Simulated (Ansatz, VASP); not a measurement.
# One calculation of Ge, two programs

```xyz
8
Lattice="4.9777 2.8739 2.0290 -4.9777 2.8739 2.0290 0.0000 -5.7478 2.0290" Properties=species:S:1:pos:R:3 pbc="T T T"
Ge    0.0000    0.0000    4.3585
Ge    0.0000    0.0000    1.7285
Ge   -3.4666   -0.8917    2.6105
Ge    2.5055   -2.5563    2.6105
Ge    0.9610    3.4480    2.6105
Ge    3.4666    0.8917    3.4765
Ge   -2.5055    2.5563    3.4765
Ge   -0.9610   -3.4480    3.4765
```

Alike in both runs: task single point; functional LDA; k mesh 9 × 9 × 9; occupations gaussian, width 0.15 eV; no spin polarisation.

|  | VASP | Ansatz |
| --- | --- | --- |
| version | VASP 6.6.1 | Ansatz 0.2.0 |
| potentials or method | VASP PAW LDA potentials, release 64 (Ge_d), cutoff 520 eV | scalar-relativistic, plane waves, PAW |
| valence electrons in the cell | 112 | 112 |

```csv
,VASP,Ansatz,Ansatz less VASP
gap on the k mesh at the Fermi level (eV),none,none,-
pressure (GPa),-5.4,-5.3,+0.03
"traceless stress, the component that is largest in VASP (GPa)",-1.96,-1.94,+0.020
rms of the force components (eV/Å),0.149,0.151,+0.0018
```

Ansatz warns that its potentials were made for another functional, while VASP's fit it. LDA's correlation is that of Perdew and Zunger in VASP and of Perdew and Wang (1992) in Ansatz. Atom by atom the forces differ by 0.003 eV/Å (rms over components). A gap of «none» marks a metal or a gap that the smearing closes.
